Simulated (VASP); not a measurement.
A run of VASP 6.6.1 is set up as follows.

The input INCAR:

```
PREC = Accurate ; ENCUT = 520
EDIFF = 1E-7 ; ISMEAR = 0
SIGMA = 0.1 ; LREAL = Auto
LASPH = True ; NELM = 100
ALGO = Normal ; ISIF = 2
LWAVE = False ; LCHARG = False
GGA = PE ; NBANDS = 78
```

Contents of KPOINTS:

```
Automatic mesh
0
Gamma
  4 5 5
  0.5 0 0
```

Contents of POSCAR:

```
Ta8HN8
1.0
    0.0000000000      0.0000000000     -5.7955432031
    5.9003693593      0.0000000000      0.0000000000
   -2.9501846797     -5.1098697569      0.0000000000
Ta N H
8 8 1
Direct
    0.2514490789      0.8333345396      0.1666656961
    0.7485508861      0.8333345396      0.1666656961
    0.2510979470      0.3344459355      0.1688882576
    0.7489020180      0.3344459355      0.1688882576
    0.2510979470      0.8311120749      0.6655543413
    0.7489020180      0.8311120749      0.6655543413
    0.2510979470      0.3344458797      0.6655543413
    0.7489020180      0.3344458797      0.6655543413
    0.5000000688      0.4991687655     -0.0004172318
    0.0000000000      0.5094751051      0.0047357371
    0.5000000688      0.0004175182     -0.0004174275
    0.0000000000     -0.0047357545      0.0047357371
    0.5000000688      0.5000013293      0.4999990453
    0.0000000000      0.5000013293      0.4999990453
    0.5000000688      0.0004175283      0.5008315518
    0.0000000000     -0.0047356363      0.4905252226
    0.9999999650      0.1666691360      0.8333323945
```

Potentials or basis: VASP PAW PBE potentials, release 64 (Ta_pv, N, H).

Command:

```console
$ cat potpaw_PBE.64/Ta_pv/POTCAR potpaw_PBE.64/N/POTCAR potpaw_PBE.64/H/POTCAR > POTCAR
$ mpirun -np 1 vasp_std > vasp.out
```

Question: Estimate the largest force.

Answer: 0.016 eV/Å.

Question: Estimate the pressure.

Answer: 4.3 GPa.

Question: What does it give for the band gap on the k mesh?

Answer: Zero (an odd number of electrons rules out a gap without spin polarisation).

Forces in eV/Å, atoms in the order of the input:
```
Ta   0.000  0.000 -0.011
Ta   0.000  0.000  0.011
Ta   0.000  0.005  0.007
Ta   0.000  0.005 -0.007
Ta   0.004 -0.002  0.007
Ta   0.004 -0.002 -0.007
Ta  -0.004 -0.002  0.007
Ta  -0.004 -0.002 -0.007
N    0.014 -0.008  0.000
N    0.002 -0.001  0.000
N   -0.014 -0.008  0.000
N   -0.002 -0.001  0.000
N    0.000  0.000  0.000
N    0.000  0.000  0.000
N    0.000  0.016  0.000
N    0.000  0.002  0.000
H    0.000  0.000  0.000
```

Caveat: spin-orbit coupling is left out, which moves the levels of the heavy elements.
